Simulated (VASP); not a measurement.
# CdSe (F-43m) in VASP: notebook

The runs below take CdSe through single point, with HSE06, PBEsol-based screened hybrid with 25 % exact exchange, RPBE+D3(BJ).

All numbers are computed with VASP 6.6.1; they aren't measurements. Logs are shortened: lines on timing, memory, paths and dates and some standing lists are left out, and cuts for length are marked.

### 1 The cell of the first run

The structure is cubic, space group F-43m (No. 216). Conventional cell: a = 6.141 Å, b = 6.141 Å, c = 6.141 Å, α = 90.00°, β = 90.00°, γ = 90.00°. Within 3.5 Å of Cd (site symmetry -43m) lie 4 Se at 2.66 Å. Within 3.5 Å of Se (site symmetry -43m) lie 4 Cd at 2.66 Å.

### 2 Single point, HSE06

Input file POSCAR:

```
CdSe
1.0
    0.0000000000      3.0702711986      3.0702711986
    3.0702711986      0.0000000000      3.0702711986
    3.0702711986      3.0702711986      0.0000000000
Cd Se
1 1
Direct
    0.0000000000      0.0000000000      0.0000000000
    0.2500000000      0.2500000000      0.2500000000
```

Input file INCAR.step1:

```
SYSTEM = CdSe
  PREC = Accurate
  ENCUT = 520
  EDIFF = 1E-5
  ISMEAR = -1
  SIGMA = 0.05
  LREAL = .False.
  LASPH = .True.
  NELM = 100
  ALGO = Normal
  ISIF = 2
  LWAVE = .True.
  NBANDS = 16
  GGA = PE
```

Input file INCAR.step2:

```
SYSTEM = CdSe
  PREC = Accurate
  ENCUT = 520
  EDIFF = 1E-6
  ISMEAR = -1
  SIGMA = 0.05
  LREAL = .False.
  LASPH = .True.
  NELM = 100
  ALGO = Normal
  ISIF = 2
  LWAVE = .False.
  LCHARG = .True.
  GGA = PE
  LHFCALC = .True.
  HFSCREEN = 0.2079
  PRECFOCK = Normal
  LELF = .True.
  LVHAR = .True.
  NBANDS = 16
  ISTART = 1
```

Input file KPOINTS:

```
Automatic mesh
0
Gamma
  4 4 4
  0 0 0
```

Potentials or basis: VASP PAW PBE potentials, release 64 (Cd, Se).

Started as:

```
cat potpaw_PBE.64/Cd/POTCAR potpaw_PBE.64/Se/POTCAR > POTCAR
cp INCAR.step1 INCAR
mpirun -np 1 vasp_std > vasp.out
cp INCAR.step2 INCAR
mpirun -np 1 vasp_std > vasp.out
```

OUTCAR:

```text
SYSTEM = CdSe
   PREC = Accurate
   ENCUT = 520
   EDIFF = 1E-6
   ISMEAR = -1
   LREAL = .False.
   LASPH = .True.
   NELM = 100
   ISIF = 2
   GGA = PE
   LHFCALC = .True.
   HFSCREEN = 0.2079
   PRECFOCK = Normal
   ISTART = 1

 ion  position               nearest neighbor table
   1  0.000  0.000  0.000-   2 2.66   2 2.66   2 2.66   2 2.66
   2  0.250  0.250  0.250-   1 2.66   1 2.66   1 2.66   1 2.66

  LATTYP: Found a face centered cubic cell.
 ALAT       =     6.1405423972

  Lattice vectors:

 A1 = (   0.0000000000,   3.0702711986,   3.0702711986)
 A2 = (   3.0702711986,   0.0000000000,   3.0702711986)
 A3 = (   3.0702711986,   3.0702711986,   0.0000000000)

Analysis of symmetry for initial positions (statically):
=====================================================================
 Subroutine PRICEL returns:
 Original cell was already a primitive cell.

 Routine SETGRP: Setting up the symmetry group for a
 face centered cubic supercell.

 Subroutine GETGRP returns: Found 24 space group operations
 (whereof 24 operations were pure point group operations)
 out of a pool of 48 trial point group operations.

The static configuration has the point symmetry T_d .

Analysis of symmetry for dynamics (positions and initial velocities):
=====================================================================
 Subroutine PRICEL returns:
 Original cell was already a primitive cell.

 Routine SETGRP: Setting up the symmetry group for a
 face centered cubic supercell.

 Subroutine GETGRP returns: Found 24 space group operations
 (whereof 24 operations were pure point group operations)
 out of a pool of 48 trial point group operations.

The dynamic configuration has the point symmetry T_d .

 Subroutine INISYM returns: Found 24 space group operations
 (whereof 24 operations are pure point group operations),
 and found     1 'primitive' translations

----------------------------------------------------------------------------------------

                                     Primitive cell

  volume of cell :      57.8842

  direct lattice vectors                    reciprocal lattice vectors
     0.000000000  3.070271199  3.070271199    -0.162852063  0.162852063  0.162852063
     3.070271199  0.000000000  3.070271199     0.162852063 -0.162852063  0.162852063
     3.070271199  3.070271199  0.000000000     0.162852063  0.162852063 -0.162852063

  length of vectors
     4.342019169  4.342019169  4.342019169     0.282068048  0.282068048  0.282068048

  position of ions in fractional coordinates (direct lattice)
     0.000000000  0.000000000  0.000000000
     0.250000000  0.250000000  0.250000000

  ion indices of the primitive-cell ions
   primitive index   ion index
                 1           1
                 2           2

----------------------------------------------------------------------------------------

 KPOINTS: Automatic mesh

Automatic generation of k-mesh.
 Grid dimensions read from file:
 generate k-points for:    4    4    4

 Generating k-lattice:

  Cartesian coordinates                     Fractional coordinates (reciprocal lattice)
    -0.040713016  0.040713016  0.040713016     0.250000000  0.000000000  0.000000000
     0.040713016 -0.040713016  0.040713016     0.000000000  0.250000000  0.000000000
     0.040713016  0.040713016 -0.040713016     0.000000000  0.000000000  0.250000000

  Length of vectors
     0.070517012  0.070517012  0.070517012

  Shift w.r.t. Gamma in fractional coordinates (k-lattice)
     0.000000000  0.000000000  0.000000000

 Subroutine IBZKPT returns following result:
 ===========================================

 Found      8 irreducible k-points:

 Following reciprocal coordinates:
            Coordinates               Weight
  0.000000  0.000000  0.000000      1.000000
  0.250000  0.000000  0.000000      8.000000
  0.500000  0.000000  0.000000      4.000000
  0.250000  0.250000  0.000000      6.000000
  0.500000  0.250000  0.000000     24.000000
 -0.250000  0.250000  0.000000     12.000000
  0.500000  0.500000  0.000000      3.000000
 -0.250000  0.500000  0.250000      6.000000
   k-points           NKPTS =      8   k-points in BZ     NKDIM =     64   number of bands    NBANDS=     16
   number of dos      NEDOS =    301   number of ions     NIONS =      2
   total plane-waves  NPLWV =  32768
   dimension x,y,z NGX =    32 NGY =   32 NGZ =   32
   dimension x,y,z NGXF=    64 NGYF=   64 NGZF=   64
   ions per type =               1   1
   NGX,Y,Z   is equivalent  to a cutoff of  12.25, 12.25, 12.25 a.u.
   NGXF,Y,Z  is equivalent  to a cutoff of  24.50, 24.50, 24.50 a.u.
 SYSTEM =  CdSe
   PREC   = accura    normal or accurate (medium, high low for compatibility)
   ISTART =      1    job   : 0-new  1-cont  2-samecut
   ICHARG =      0    charge: 1-file 2-atom 10-const
   ISPIN  =      1    spin polarized calculation?
   LNONCOLLINEAR =      F non collinear calculations
   LSORBIT =      F    spin-orbit coupling
   LASPH  =      T    aspherical Exc in radial PAW
   ENCUT  =  520.0 eV  38.22 Ry    6.18 a.u.   8.07  8.07  8.07*2*pi/ulx,y,z
   NELM   =    100;   NELMIN=  2; NELMDL=  0     # of ELM steps
   EDIFF  = 0.1E-05   stopping-criterion for ELM
   LREAL  =      F    real-space projection
   EDIFFG = 0.1E-04   stopping-criterion for IOM
   NSW    =      0    number of steps for IOM
   IBRION =     -1    ionic relax: 0-MD 1-quasi-New 2-CG
   NFREE  =      0    steps in history (QN), initial steepest desc. (CG)
   ISIF   =      2    stress and relaxation
   ISYM   =      3    0-nonsym 1-usesym 2-fastsym
   POTIM  = 0.5000    time-step for ionic-motion
   TEBEG  =    0.0;   TEEND  =   0.0 temperature during run
   PSTRESS=    0.0 pullay stress
   NELECT =      18.0000    total number of electrons
   NUPDOWN=      -1.0000    fix difference up-down
   EMIN   =  10.00;   EMAX   =-10.00  energy-range for DOS
   EFERMI =   0.00;   METHOD = LEGACY
   ISMEAR =    -1;   SIGMA  =   0.05  broadening in eV -4-tet -1-fermi 0-gaus
   EFERMI_NEDOS =   21; number of points for ismear=-14 and -15
   IALGO  =     38    algorithm
   IMIX   =      1    mixing-type and parameters
     AMIX     =   0.40;   BMIX     =  1.00
     AMIX_MAG =   1.60;   BMIX_MAG =  1.00
  volume/ion in A,a.u.               =      28.94       195.31
  Fermi-wavevector in a.u.,A,eV,Ry     =   1.109121  2.095935 16.737199  1.230149
  Thomas-Fermi vector in A             =   2.245657
   LORBIT       =      0    0 simple, 1 ext, 2 COOP (PROOUT), +10 PAW based schemes
   GGA     = PE    functional components
   LHFCALC =     T    Hartree Fock is set to
   PRECFOCK=normal    Normal, Fast or Accurate (Low or Medium for compatibility)
   ENCUT4O =  -1.0   cutoff for four orbital integrals eV
   NKREDX  =     1    reduce k-point grid by
   NKREDY  =     1    reduce k-point grid by
   NKREDZ  =     1    reduce k-point grid by
   AEXX    =    0.2500 exact exchange contribution
   HFSCREEN=    0.2079 screening length (either q_TF or 0.3 A-1)
   HFSCREENC=   0.2079 screening length for correlation (either q_TF or 0.3 A-1)
   ENCUTFOCK=  -1.0 apply spherical cutoff to Coloumb kernel
   IVDW    =     0    specifies the selected vdW correction
   LEPSILON=     F    determine dielectric tensor
   LRPA    =     F    only Hartree local field effects (RPA)
 non-spin polarized calculation
  energy-cutoff  :      520.00
  volume of cell :       57.88
 maximum number of plane-waves:      1588
  NGX = 28; NGY = 28; NGZ = 28

 number of electron      18.0000008 magnetization

 Free energy of the ion-electron system (eV)
  ---------------------------------------------------
  ext. energy  EPLUGINS =         0.00000000
  ---------------------------------------------------
  free energy    TOTEN  =        -6.81377260 eV

  energy without entropy =       -6.81377257  energy(sigma->0) =       -6.81377258

 E-fermi :   0.9117     XC(G=0):  -7.2811

 val. band max:        0.1363680435   @ k =   0.0000   0.0000   0.0000
 cond. band min:       1.6319480868   @ k =   0.0000   0.0000   0.0000
 fundamental gap:      1.4955800432
 Fermi energy:         0.9117289260

 k-point     1 :       0.0000    0.0000    0.0000
  band No.  band energies     occupation
      1     -13.3850      2.00000
      2      -8.9269      2.00000
      3      -8.9269      2.00000
      4      -8.9269      2.00000
      5      -8.5820      2.00000
      6      -8.5820      2.00000
[... 8 lines left out ...]
     15      12.3088      0.00000
     16      12.3088      0.00000

 k-point     2 :       0.2500    0.0000    0.0000
  band No.  band energies     occupation
      1     -13.1961      2.00000
      2      -8.8771      2.00000
      3      -8.8771      2.00000
      4      -8.7012      2.00000
      5      -8.5804      2.00000
      6      -8.5804      2.00000
[... 8 lines left out ...]
     15      11.2491      0.00000
     16      11.2761      0.00000

 k-point     3 :       0.5000    0.0000    0.0000
  band No.  band energies     occupation
      1     -13.0072      2.00000
      2      -8.8403      2.00000
      3      -8.8403      2.00000
      4      -8.5630      2.00000
      5      -8.5630      2.00000
      6      -8.2688      2.00000
[... 8 lines left out ...]
     15      13.4390      0.00000
     16      13.4390      0.00000

 k-point     4 :       0.2500    0.2500    0.0000
  band No.  band energies     occupation
      1     -13.1349      2.00000
      2      -8.8176      2.00000
      3      -8.8176      2.00000
      4      -8.7442      2.00000
      5      -8.5772      2.00000
      6      -8.5568      2.00000
[... 8 lines left out ...]
     15      12.8607      0.00000
     16      14.5017      0.00000

 k-point     5 :       0.5000    0.2500    0.0000
  band No.  band energies     occupation
      1     -12.9500      2.00000
      2      -8.7952      2.00000
      3      -8.7644      2.00000
      4      -8.6364      2.00000
      5      -8.5530      2.00000
      6      -8.2259      2.00000
[... 8 lines left out ...]
     15      13.6811      0.00000
     16      14.3232      0.00000

 k-point     6 :      -0.2500    0.2500    0.0000
  band No.  band energies     occupation
      1     -13.0105      2.00000
      2      -8.8151      2.00000
      3      -8.8141      2.00000
      4      -8.5907      2.00000
      5      -8.5903      2.00000
      6      -8.3427      2.00000
[... 8 lines left out ...]
     15      12.5577      0.00000
     16      14.3782      0.00000

 k-point     7 :       0.5000    0.5000    0.0000
  band No.  band energies     occupation
      1     -12.8901      2.00000
      2      -8.7287      2.00000
      3      -8.6941      2.00000
      4      -8.6941      2.00000
      5      -8.5314      2.00000
      6      -8.1855      2.00000
[... 8 lines left out ...]
     15      13.7204      0.00000
     16      14.6516      0.00000

 k-point     8 :      -0.2500    0.5000    0.2500
  band No.  band energies     occupation
      1     -12.8915      2.00000
      2      -8.7569      2.00000
      3      -8.7487      2.00000
      4      -8.6164      2.00000
      5      -8.5760      2.00000
      6      -8.0757      2.00000
[... 8 lines left out ...]
     15      13.8737      0.00000
     16      14.3968      0.00000

------------------------ aborting loop because EDIFF is reached ----------------------------------------

  FORCE on cell =-STRESS in cart. coord.  units (eV):
  Direction    XX          YY          ZZ          XY          YZ          ZX
  --------------------------------------------------------------------------------------
  -------------------------------------------------------------------------------------
  Total        0.1452977      0.1452977      0.1452977      0.0000000      0.0000000      0.0000000
  in kB        4.0216937      4.0216937      4.0216937      0.0000000      0.0000000      0.0000000
  external PRESSURE =       4.0216937 kB  Pullay stress =       0.0000000 kB

 VOLUME and BASIS-vectors are now :
 -----------------------------------------------------------------------------
  energy-cutoff  :      520.00
  volume of cell :       57.88
      direct lattice vectors                 reciprocal lattice vectors
     0.000000000  3.070271199  3.070271199    -0.162852063  0.162852063  0.162852063
     3.070271199  0.000000000  3.070271199     0.162852063 -0.162852063  0.162852063
     3.070271199  3.070271199  0.000000000     0.162852063  0.162852063 -0.162852063

 POSITION                                       TOTAL-FORCE (eV/Angst)
 -----------------------------------------------------------------------------------
      0.00000      0.00000      0.00000         0.000000      0.000000      0.000000
      1.53514      1.53514      1.53514        -0.000000     -0.000000     -0.000000
 -----------------------------------------------------------------------------------
    total drift:                                0.000063      0.000069      0.000040

  FREE ENERGIE OF THE ION-ELECTRON SYSTEM (eV)
  ---------------------------------------------------
  free  energy   TOTEN  =        -6.8137725967 eV

  energy  without entropy=       -6.8137725690  energy(sigma->0) =       -6.81377258
```

Wall time 8.2 min (1 thread of AMD EPYC 9R45 (Zen 5), shared host); peak memory 0.27 GiB.

Results:

```
Free energy            : -6.8138 eV
Pressure               : 0.4 GPa
Band gap on the k mesh : 1.50 eV
```

Caveat: the k points lie up to 0.44 Å⁻¹ apart; the PAW data sets were made with another functional, which shifts forces and pressure a little.

[end of part 1 of 2]
